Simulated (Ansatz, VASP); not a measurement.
**Fe in VASP and in Ansatz**

INCAR

```
SYSTEM = Fe
  PREC = Accurate
  ENCUT = 520
  EDIFF = 1E-7
  ISMEAR = -1
  SIGMA = 0.05
  LREAL = .False.
  LASPH = .True.
  NELM = 150
  ALGO = Normal
  ISIF = 2
  LWAVE = .False.
  LCHARG = .False.
  ISPIN = 2
  MAGMOM = 1.988
  LORBIT = 11
  LMAXMIX = 4
  NBANDS = 14
```

File KPOINTS:

```
Automatic mesh
0
Gamma
  26 26 26
  0 0 0
```

POSCAR

```
Fe
1.0
   -1.3369190656      1.3369190656      1.3369190656
    1.3369190656     -1.3369190656      1.3369190656
    1.3369190656      1.3369190656     -1.3369190656
Fe
1
Direct
    0.0000000000      0.0000000000      0.0000000000
```

Input for Ansatz:

```yaml
crystal:
  lattice:
    - [-1.3369190656, 1.3369190656, 1.3369190656]
    - [1.3369190656, -1.3369190656, 1.3369190656]
    - [1.3369190656, 1.3369190656, -1.3369190656]
  atoms:
    - { symbol: Fe, position: [0.0, 0.0, 0.0], spin: 1.988 }
hamiltonian:
  xc: lda
  pseudopotentials:
    kind: paw
    azcp:
      Fe: "pseudopotentials/Fe.paw.azcp"
basis:
  ecutwfc: 420
  fft_grid_basis: typed
kpoints:
  mp_grid: { grid: [26, 26, 26], shift: [0, 0, 0] }
magnetization:
  spin_polarized: true
scf:
  occupations: { method: fermi_dirac, width: 0.05 }
output:
  stress: true
```

Alike in both runs: task single point; functional LDA; k mesh 26 × 26 × 26; occupations fermi-dirac, width 0.05 eV; collinear spin.

|  | VASP | Ansatz |
| --- | --- | --- |
| version | VASP 6.6.1 | Ansatz 0.2.0 |
| potentials or method | VASP PAW LDA potentials, release 64 (Fe), cutoff 520 eV | plane waves (420 eV) with PAW, scalar-relativistic |
| valence electrons in the cell | 8 | 16 |

```tsv
	VASP	Ansatz	Ansatz less VASP
pressure (GPa)	24.8	26.3	+1.49
net moment per atom (μB)	1.80	1.85	+0.054
size of the moment on the site where the two differ most (μB)	1.76	1.84	+0.082
```

Ansatz warns that its potentials were made for another functional, while VASP's fit it. LDA's correlation is that of Perdew and Zunger in VASP and of Perdew and Wang (1992) in Ansatz. Site moments also hang on the region over which each program counts them. VASP's potentials hold 8 valence electrons a cell and Ansatz's 16, so a difference there can come from the potentials and not from the codes.
